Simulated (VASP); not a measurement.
Write the native input for VASP 6.6.1 that does the following.

```yaml
Task: single point
Functional: PBE
Potentials_or_basis: VASP PAW PBE potentials, release 64 (Si, O)
Cutoff: 520 eV
k_mesh: 12 × 12 × 8
Occupations: gaussian, width 0.1 eV
Spin: no spin polarisation
Dipole_correction: no
Further_INCAR_settings: ALGO = Normal; EDIFF = 1e-06; NBANDS = 20
```

The structure of Si3O2 lies in POSCAR:

```
Si3O2
1.0
    3.3682764680      0.0000000000      0.0000000000
    0.0000000000      3.3682764680      0.0000000000
    0.0000000000      0.0000000000      5.4777702201
Si O
3 2
Direct
    0.5000000000      0.5000000000      0.3314503232
    0.5000000000      0.5000000000      0.8998705181
    0.0000000000      0.0000000000      0.7242068708
    0.5000000000      0.0000000000      0.4335536939
    0.0000000000      0.5000000000      0.4335536939
```

These files were run (other wordings do the same):

INCAR

```
PREC     = Accurate       # precision mode
ENCUT    = 520            # plane-wave cutoff, eV
EDIFF    = 1E-6           # SCF threshold, eV
ISMEAR   = 0              # smearing method
SIGMA    = 0.1            # smearing width, eV
LREAL    = False          # projectors in reciprocal space
LASPH    = True           # aspherical terms in the spheres
NELM     = 60             # most SCF steps
ALGO     = Normal         # electronic algorithm
ISIF     = 2              # what is computed and relaxed
LWAVE    = False          # write WAVECAR
LCHARG   = False          # write CHGCAR
GGA      = PE             # functional
NBANDS   = 20             # bands
```

KPOINTS

```
regular mesh
0
Gamma
  12 12 8
```

Potentials or basis: VASP PAW PBE potentials, release 64 (Si, O).

The run is started by

```sh
$ cat potpaw_PBE.64/Si/POTCAR potpaw_PBE.64/O/POTCAR > POTCAR
$ mpirun -np 1 vasp_std > vasp.out
```

It gave:

| Item | Value |
| --- | --- |
| Pressure | 0.0 GPa |
| Largest force | 0.040 eV/Å |
| Band gap on the k mesh | zero (band 12 reaches 9.45 eV, above the bottom of band 13 at 6.05 eV) |

Wall time 59 s on 1 thread of Intel(R) Xeon(R) 6975P-C (Granite Rapids) (shared host), peak memory 0.25 GiB.
